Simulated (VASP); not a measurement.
# Sm4TaI (P4/mmm) in VASP: notebook, part 2 of 2

VASP 6.6.1. The steps go on from the part before.

**4. Relaxation of cell and atoms, PBE**

Input file INCAR:

```
SYSTEM = Sm4TaI
PREC     = Accurate       ! precision mode
ENCUT    = 500            ! plane-wave cutoff, eV
EDIFF    = 1E-7           ! SCF threshold, eV
ISMEAR   = 0              ! smearing method
SIGMA    = 0.1            ! smearing width, eV
LREAL    = .False.        ! projectors in reciprocal space
LASPH    = .True.         ! aspherical terms in the spheres
NELM     = 200            ! most SCF steps
ALGO     = Normal         ! electronic algorithm
ISIF     = 3              ! what is computed and relaxed
LWAVE    = .False.        ! write WAVECAR
LCHARG   = .False.        ! write CHGCAR
GGA      = PE             ! functional
IBRION   = 2              ! ionic algorithm
NSW      = 90             ! ionic steps
EDIFFG   = -0.04          ! ionic threshold
GGA_COMPAT= .False.      
NELMIN   = 4            
LMAXMIX  = 6              ! l up to which the mixer works
```

Input file KPOINTS:

```
Automatic mesh
0
Gamma
  4 4 4
  0 0 0
```

Input file POSCAR:

```
Sm4TaI
1.0
    4.7443956400      0.0000000000      0.0000000000
    0.0000000000      4.7443956400      0.0000000000
    0.0000000000      0.0000000000      6.7177191000
Sm Ta I
4 1 1
Direct
    0.5000000000      0.0000000000      0.7458124800
    0.0000000000      0.5000000000      0.2541875200
    0.5000000000      0.0000000000      0.2541875200
    0.0000000000      0.5000000000      0.7458124800
    0.0000000000      0.0000000000      0.0000000000
    0.5000000000      0.5000000000      0.5000000000
```

Launch:

```sh
cat potpaw_PBE.64/Sm_3/POTCAR potpaw_PBE.64/Ta_pv/POTCAR potpaw_PBE.64/I/POTCAR > POTCAR
mpirun -np 1 vasp_std > vasp.out
```

It took 6 min on 1 thread of Intel Xeon 6975P-C (Granite Rapids), shared host; peak memory 0.31 GiB.

Results (log left out):

* Free energy: -30.6680 eV
* Relaxed volume: 33.62 Å³/atom
* Relaxed cell: a = 5.194 Å, b = 5.194 Å, c = 7.476 Å, α = 90.00°, β = 90.00°, γ = 90.00°
* Space group after relaxing (to 0.1 Å): P4/mmm (No. 123)
* Energy gained by relaxing: 489.0 meV/atom
* Ionic steps: 10
* Pressure after relaxing: 0.1 GPa
* Largest force after relaxing: 0.010 eV/Å
* Band gap on the k mesh: zero (bands 31 and 32 overlap by 0.50 eV)

Forces on the atoms (eV/Å):
```
Sm   0.000  0.000 -0.010
Sm   0.000  0.000  0.010
Sm   0.000  0.000  0.010
Sm   0.000  0.000 -0.010
Ta   0.000  0.000  0.000
I    0.000  0.000  0.000
```

Step by step:
| step | energy change (eV) | largest force (eV/Å) | pressure (GPa) | volume (Å³) |
| --- | --- | --- | --- | --- |
| 1 | 0.0000 | 1.7668 | 20.33 | 151.21 |
| 2 | -2.0480 | 0.9869 | -5.33 | 232.52 |
| 3 | -2.5960 | 1.0309 | -0.55 | 199.45 |
| 4 | -2.7688 | 0.7238 | -0.09 | 198.03 |
| 5 | -2.8946 | 0.0226 | 1.14 | 195.39 |
| 6 | -2.8952 | 0.0810 | 1.03 | 195.58 |
| 7 | -2.9221 | 0.0467 | -0.27 | 202.57 |
| 8 | -2.9222 | 0.0474 | -0.22 | 202.27 |
| 9 | -2.9297 | 0.0273 | -0.12 | 202.07 |
| 10 | -2.9338 | 0.0100 | 0.06 | 201.71 |

Final structure:
```cif
data_structure
_symmetry_space_group_name_H-M 'P 1'
_symmetry_Int_Tables_number 1
_cell_length_a 5.1944
_cell_length_b 5.1944
_cell_length_c 7.4756
_cell_angle_alpha 90.000
_cell_angle_beta 90.000
_cell_angle_gamma 90.000
_cell_volume 201.71
loop_
_atom_site_label
_atom_site_type_symbol
_atom_site_fract_x
_atom_site_fract_y
_atom_site_fract_z
_atom_site_occupancy
Sm1 Sm 0.50000 0.00000 0.77739 1
Sm2 Sm 0.00000 0.50000 0.22261 1
Sm3 Sm 0.50000 0.00000 0.22261 1
Sm4 Sm 0.00000 0.50000 0.77739 1
Ta1 Ta 0.00000 0.00000 0.00000 1
I1 I 0.50000 0.50000 0.50000 1
```

Levels at points of the mesh, in eV from the Fermi level:
```
           k point  band 28  band 29  band 30  band 31  band 32  band 33  band 34  band 35
(0.00, 0.00, 0.00)    -1.15    -1.11     0.11     0.34     0.34     0.34     0.34     0.79
(0.50, 0.00, 0.00)    -0.59    -0.45    -0.42     0.02     0.02     0.39     0.63     1.26
(0.50, 0.50, 0.00)    -0.83    -0.44    -0.44    -0.34     0.26     0.26     0.99     0.99
(0.00, 0.00, 0.50)    -0.71    -0.41    -0.18    -0.04    -0.04     0.36     0.36     0.82
(0.50, 0.00, 0.50)    -0.71    -0.36    -0.31     0.00     0.49     0.55     0.81     1.11
(0.50, 0.50, 0.50)    -1.16    -1.16    -0.66    -0.28     0.04     1.01     1.01     1.45
```

Caveat: the volume moved by over 15 % at a fixed basis, so the end points are rough; spin-orbit coupling is left out, which moves the levels of the heavy elements; the 4f electrons are frozen in the core, so they carry no moment and show no levels; the run has no spin polarisation, though such a crystal can be magnetic.

**5. Single point, PBE**

This run uses another cell than the first one, of 33.38 Å³/atom.

Input file INCAR:

```
SYSTEM = Sm4TaI
PREC = Accurate ; ENCUT = 500
EDIFF = 1E-6 ; ISMEAR = 0
SIGMA = 0.1 ; LREAL = .False.
LASPH = .True. ; NELM = 200
ALGO = Normal ; ISIF = 2
LWAVE = .False. ; LCHARG = .True.
GGA = PE ; LELF = .True.
LVHAR = .True. ; NBANDS = 40
GGA_COMPAT = .False. ; LMAXMIX = 6
```

Input file KPOINTS:

```
regular mesh
0
Gamma
  8 8 6
  0 0 0
```

Input file POSCAR:

```
Sm4TaI
1.0
    5.1759240673      0.0000000000      0.0000000000
    0.0000000000      5.1759240673      0.0000000000
    0.0000000000      0.0000000000      7.4763170995
Sm Ta I
4 1 1
Direct
    0.5000000000      0.0000000000      0.7774217574
    0.0000000000      0.5000000000      0.2225782426
    0.5000000000      0.0000000000      0.2225782426
    0.0000000000      0.5000000000      0.7774217574
    0.0000000000      0.0000000000      0.0000000000
    0.5000000000      0.5000000000      0.5000000000
```

Launch:

```sh
cat potpaw_PBE.64/Sm_3/POTCAR potpaw_PBE.64/Ta_pv/POTCAR potpaw_PBE.64/I/POTCAR > POTCAR
mpirun -np 1 vasp_std > vasp.out
```

Wall time 3.9 min (1 thread of Intel Xeon 6975P-C (Granite Rapids), shared host); peak memory 0.57 GiB.

The run converged. Its results:

```yaml
Free_energy: -30.6760 eV
Pressure: 0.3 GPa
Largest_force: 0.008 eV/Å
Band_gap_on_the_k_mesh: zero (bands 31 and 32 overlap by 0.56 eV)
```

Forces in eV/Å, atoms in the order of the input:
```
Sm   0.000  0.000 -0.008
Sm   0.000  0.000  0.008
Sm   0.000  0.000  0.008
Sm   0.000  0.000 -0.008
Ta   0.000  0.000  0.000
I    0.000  0.000  0.000
```

Levels at points of the mesh, in eV from the Fermi level:
| k point | band 27 | band 28 | band 29 | band 30 | band 31 | band 32 | band 33 | band 34 | band 35 | band 36 |
| --- | --- | --- | --- | --- | --- | --- | --- | --- | --- | --- |
| (0.00, 0.00, 0.00) | -1.23 | -1.20 | -1.14 | 0.06 | 0.30 | 0.30 | 0.32 | 0.32 | 0.78 | 1.41 |
| (0.50, 0.00, 0.00) | -0.86 | -0.62 | -0.47 | -0.44 | -0.02 | -0.01 | 0.36 | 0.61 | 1.24 | 1.50 |
| (0.50, 0.50, 0.00) | -1.43 | -0.85 | -0.47 | -0.47 | -0.36 | 0.24 | 0.24 | 0.96 | 0.96 | 1.59 |
| (0.00, 0.00, 0.50) | -1.21 | -0.76 | -0.44 | -0.23 | -0.07 | -0.07 | 0.33 | 0.33 | 0.78 | 1.07 |
| (0.50, 0.00, 0.50) | -0.85 | -0.74 | -0.39 | -0.34 | -0.03 | 0.46 | 0.54 | 0.78 | 1.08 | 1.19 |
| (0.50, 0.50, 0.50) | -1.20 | -1.20 | -1.20 | -0.71 | -0.30 | 0.01 | 0.98 | 0.98 | 1.43 | 1.43 |

Caveat: spin-orbit coupling is left out, which moves the levels of the heavy elements; the 4f electrons are frozen in the core, so they carry no moment and show no levels; the run has no spin polarisation, though such a crystal can be magnetic. Spin polarisation is off, so any magnetic state and its effect on volume and gap are missing.

**6. Overview**

```csv
task,cell,k mesh,gap on the mesh (eV),pressure (GPa),largest force (eV/Å)
single point,"a = 4.744, b = 4.744, c = 6.718 Å, 6 atoms, atomic positions A",4 × 4 × 4,none,20.3,1.77
single point,"a = 5.188, b = 5.188, c = 7.446 Å, 6 atoms, atomic positions B",4 × 4 × 4,none,0.3,-
relaxation of cell and atoms,"relaxed from a = 4.744, b = 4.744, c = 6.718 Å, 6 atoms, atomic positions A",4 × 4 × 4,none,0.1,0.01
single point,"a = 5.176, b = 5.176, c = 7.476 Å, 6 atoms, atomic positions C",8 × 8 × 6,none,0.3,0.01
```

Alike in all rows: level PBE; potentials or basis VASP PAW PBE potentials, release 64 (Sm_3, Ta_pv, I), 4f in core; no spin polarisation; cutoff (eV) 500; smearing gaussian 0.1 eV.

Caveats: spin-orbit coupling is left out, which moves the levels of the heavy elements; the 4f electrons are frozen in the core, so they carry no moment and show no levels; the run has no spin polarisation, though such a crystal can be magnetic; the cell stands under pressure (at least some runs); forces of over 1 eV/Å act on the atoms, so gaps and moduli don't describe the material at rest (at least some runs); the volume moved by over 15 % at a fixed basis, so the end points are rough (at least some runs).

Absolute energies hang on the potentials; compare differences alone.
